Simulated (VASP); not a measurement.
A run of VASP 6.6.1:

The input INCAR:

```
SYSTEM = CsCl
PREC = Accurate
ENCUT = 500
EDIFF = 1E-8
ISMEAR = 0
SIGMA = 0.01
LREAL = .FALSE.
LASPH = .TRUE.
NELM = 120
ALGO = Normal
ISIF = 3
LWAVE = .FALSE.
LCHARG = .TRUE.
GGA = PS
IBRION = 6
NFREE = 2
POTIM = 0.015
NSW = 1
GGA_COMPAT = .FALSE.
```

Contents of KPOINTS:

```
Automatic mesh
0
G
  6 6 6
  0 0 0
```

Contents of POSCAR:

```
CsCl
1.0
    4.0653445367      0.0000000000      0.0000000000
    0.0000000000      4.0653445367      0.0000000000
    0.0000000000      0.0000000000      4.0653445367
Cs Cl
1 1
Direct
    0.0000000000      0.0000000000      0.0000000000
    0.5000000000      0.5000000000      0.5000000000
```

Potentials or basis: VASP PAW PBE potentials, release 64 (Cs_sv, Cl).

Launch:

```sh
$ cat potpaw_PBE.64/Cs_sv/POTCAR potpaw_PBE.64/Cl/POTCAR > POTCAR
$ mpirun -np 1 vasp_std > vasp.out
```

Hardware: 1 thread of Intel(R) Xeon(R) 6975P-C (Granite Rapids), with other jobs on the host.

**Question.** Estimate the wall time of this run.

**Answer.** Wall time 3.5 min on 1 thread of Intel(R) Xeon(R) 6975P-C (Granite Rapids) (shared host), peak memory 0.25 GiB. Counts: scf iterations 188, k points 20.
